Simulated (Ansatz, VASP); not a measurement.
HfN in VASP and in Ansatz

```xyz
2
Lattice="0.0000 2.2816 2.2590 2.2816 0.0000 2.2590 2.2816 2.2816 0.0000" Properties=species:S:1:pos:R:3 pbc="T T T"
Hf    0.0000    0.0000    0.0000
N     2.2816    2.2816    2.2590
```

Change from the starting cell: equal xx and yy strain of +1 %, crystal datasets.

Alike in both runs: task electric field gradients; functional PBE; k mesh 10 × 10 × 10; occupations fermi-dirac, width 0.03 eV; no spin polarisation.

|  | VASP | Ansatz |
| --- | --- | --- |
| version | VASP 6.6.1 | Ansatz 0.2.0 |
| potentials or method | VASP PAW PBE potentials, release 64 (Hf_pv, N), cutoff 520 eV | all-electron PAW with datasets made for the crystal, scalar-relativistic |

VASP gave:

```
pressure (GPa)                                                : -2.3
traceless stress, the component that is largest in VASP (GPa) : 2.58
size of Vzz on the site where it differs most (V/Å²)          : 37.1
```

Problem. Which values does Ansatz return?

Solution. Pressure (GPa): 0.1; traceless stress, the component that is largest in VASP (GPa): 2.66; size of Vzz on the site where it differs most (V/Å²): 42.9.

Ansatz ran all-electron here, and VASP with PAW potentials.

Spin-orbit coupling is off throughout.
